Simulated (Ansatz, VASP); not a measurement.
# Y in VASP and in Ansatz

Contents of INCAR:

```
ALGO = Fast
EDIFF = 1E-6
ENCUT = 520
GGA = PE
ISIF = 2
ISMEAR = 0
LASPH = T
LCHARG = F
LREAL = F
LWAVE = F
NBANDS = 18
NELM = 100
PREC = Accurate
SIGMA = 0.15
```

File KPOINTS:

```
k-points
0
Gamma
  18 18 8
```

The input POSCAR:

```
Y
1.0
    3.6514992371      0.0000000000      0.0000000000
   -1.8257496185      3.1622911012      0.0000000000
    0.0000000000      0.0000000000      5.4600300000
Y
2
Direct
    0.3333333333      0.6666666667      0.2500000000
    0.6666666667      0.3333333333      0.7500000000
```

Input for Ansatz:

```yaml
crystal:
  lattice:
    - [3.6514992371, 0.0, 0.0]
    - [-1.8257496185, 3.1622911012, 0.0]
    - [0.0, 0.0, 5.46003]
  atoms:
    - { symbol: "Y", position: [0.3333333333, 0.6666666667, 0.25] }
    - { symbol: "Y", position: [0.6666666667, 0.3333333333, 0.75] }
basis:
  ecutwfc: 420
kpoints:
  mp_grid: { grid: [18, 18, 8] }
hamiltonian:
  xc: pbe
scf:
  occupations: { method: gaussian, width: 0.15 }
output:
  forces: true
  stress: true
  eigenvalues: true
```

Change from the starting cell: strain +0.000 along x and y, -0.050 along z, atoms carried along.

Alike in both runs: task single point; functional PBE; k mesh 18 × 18 × 8; occupations gaussian, width 0.15 eV; no spin polarisation.

```csv
,VASP,Ansatz
version,VASP 6.6.1,Ansatz 0.2.0
potentials or method,"VASP PAW PBE potentials, release 64 (Y_sv), cutoff 520 eV","scalar-relativistic, plane waves, PAW"
valence electrons in the cell,22,22
```

Ansatz gave:

* gap on the k mesh at the Fermi level (eV): none
* pressure (GPa): 1.8
* traceless stress, the component that is largest in VASP (GPa): 1.63

Estimate VASP's values.

gap on the k mesh at the Fermi level (eV): none; pressure (GPa): 1.7; traceless stress, the component that is largest in VASP (GPa): 1.63.

A gap of «none» marks a metal or a gap that the smearing closes.
